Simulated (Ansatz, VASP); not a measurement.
**TiO2: VASP beside Ansatz**

POSCAR

```
TiO2
1.0
    4.5049164241      0.0000000000      0.0000000000
    0.0000000000      4.5049164241      0.0000000000
    0.0000000000      0.0000000000      2.9953085880
Ti O
2 4
Direct
    0.0000000000      0.0000000000      0.0000000000
    0.5000000000      0.5000000000      0.5000000000
    0.3040717606      0.3040717606      0.0000000000
    0.1959282394      0.8040717606      0.5000000000
    0.8040717606      0.1959282394      0.5000000000
    0.6959282394      0.6959282394      0.0000000000
```

INCAR.step1

```
SYSTEM = TiO2
ALGO = Normal
EDIFF = 1E-4
ENCUT = 520
GGA = PE
ISMEAR = 0
LASPH = .True.
LCHARG = .False.
LREAL = .False.
LWAVE = .True.
NBANDS = 33
NELM = 80
PREC = Accurate
SIGMA = 0.01
```

File INCAR.step2:

```
SYSTEM = TiO2
ALGO = Normal
EDIFF = 1E-6
ENCUT = 520
ISIF = 2
ISMEAR = 0
ISTART = 1
LASPH = .True.
LCHARG = .False.
LMIXTAU = .True.
LREAL = .False.
LWAVE = .False.
METAGGA = R2SCAN
NBANDS = 33
NELM = 80
PREC = Accurate
SIGMA = 0.01
```

KPOINTS

```
k-points
0
Gamma
  6 6 8
  0 0 0
```

Input for Ansatz:

```yaml
crystal:
  lattice:
    - [4.5049164241, 0.0, 0.0]
    - [0.0, 4.5049164241, 0.0]
    - [0.0, 0.0, 2.995308588]
  atoms:
    - { symbol: Ti, position: [0.0, 0.0, 0.0] }
    - { symbol: Ti, position: [0.5, 0.5, 0.5] }
    - { symbol: O, position: [0.3040717606, 0.3040717606, 0.0] }
    - { symbol: O, position: [0.1959282394, 0.8040717606, 0.5] }
    - { symbol: O, position: [0.8040717606, 0.1959282394, 0.5] }
    - { symbol: O, position: [0.6959282394, 0.6959282394, 0.0] }
kpoints:
  mp_grid: { grid: [6, 6, 8] }
  band_path:
    path:
      - [0.0, 0.0, 0.0]
      - [0.0, 0.5, 0.0]
      - [0.5, 0.5, 0.0]
      - [0.0, 0.0, 0.5]
      - [0.0, 0.5, 0.5]
      - [0.5, 0.5, 0.5]
    npoints: 1
hamiltonian:
  xc: r2scan
scf:
  occupations: { method: fixed }
  n_extra_bands: 5
output:
  forces: true
  stress: true
  eigenvalues: true
```

Change from the starting cell: epitaxial_xy strain -2.0%.

Alike in both runs: task single point; functional r2SCAN; k mesh 6 × 6 × 8; no spin polarisation.

|  | VASP | Ansatz |
| --- | --- | --- |
| version | VASP 6.6.1 | Ansatz 0.2.0 |
| potentials or method | VASP PAW PBE potentials, release 64 (Ti_sv, O) | plane waves, PAW |
| plane-wave cutoff (eV) | 520 | 500 |
| occupations | gaussian, width 0.01 eV | fixed |
| valence electrons in the cell | 48 | 48 |

|  | VASP | Ansatz | Ansatz less VASP |
| --- | --- | --- | --- |
| gap on the k mesh at the Fermi level (eV) | 2.24 | 2.24 | -0.007 |
| pressure (GPa) | 6.8 | 5.5 | -1.35 |
| traceless stress, the component that is largest in VASP (GPa) | -5.11 | -5.50 | -0.392 |
| rms of the force components (eV/Å) | 0.007 | 0.000 | -0.0072 |

VASP's potentials were made for PBE, not for r2SCAN. Atom by atom the forces differ by 0.007 eV/Å (rms over components).
